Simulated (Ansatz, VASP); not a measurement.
# Two plane-wave programs on GaP

Contents of INCAR:

```
ALGO = Normal
EDIFF = 1E-6
ENCUT = 500
GGA = PE
GGA_COMPAT = F
ISIF = 2
ISMEAR = 1
LASPH = T
LCHARG = F
LREAL = F
LWAVE = F
NBANDS = 16
NELM = 120
PREC = Accurate
SIGMA = 0.4
```

The input KPOINTS:

```
k-points
0
Gamma
  8 8 8
```

Contents of POSCAR:

```
GaP
1.0
    0.0000000000      2.7252500000      2.7252500000
    2.7252500000      0.0000000000      2.7252500000
    2.7252500000      2.7252500000      0.0000000000
Ga P
1 1
Direct
    0.0000000000      0.0000000000      0.0000000000
    0.7500000000      0.7500000000      0.7500000000
```

Input for Ansatz:

```yaml
crystal:
  lattice:
    - [0.0, 2.72525, 2.72525]
    - [2.72525, 0.0, 2.72525]
    - [2.72525, 2.72525, 0.0]
  atoms:
    - { symbol: Ga, position: [0.0, 0.0, 0.0] }
    - { symbol: P, position: [0.75, 0.75, 0.75] }
basis:
  ecutwfc: 420
kpoints:
  mp_grid: { grid: [8, 8, 8] }
hamiltonian:
  xc: pbe
scf:
  occupations: { method: methfessel_paxton, width: 0.4 }
output:
  forces: true
  stress: true
  eigenvalues: true
```

Alike in both runs: task single point; functional PBE; k mesh 8 × 8 × 8; occupations methfessel-paxton of order 1, width 0.4 eV; no spin polarisation.

```csv
,VASP,Ansatz
version,VASP 6.6.1,Ansatz 0.2.0
potentials or method,"VASP PAW PBE potentials, release 64 (Ga_d, P), cutoff 500 eV","scalar-relativistic, plane waves, PAW"
valence electrons in the cell,18,18
```

```csv
,VASP,Ansatz,Ansatz less VASP
gap on the k mesh at the Fermi level (eV),1.64,1.64,0.000
least direct gap on the mesh (eV),1.83,1.83,+0.002
pressure (GPa),2.4,2.5,+0.10
```

With one functional, cell and mesh, what is left measures potentials, basis and numerics.
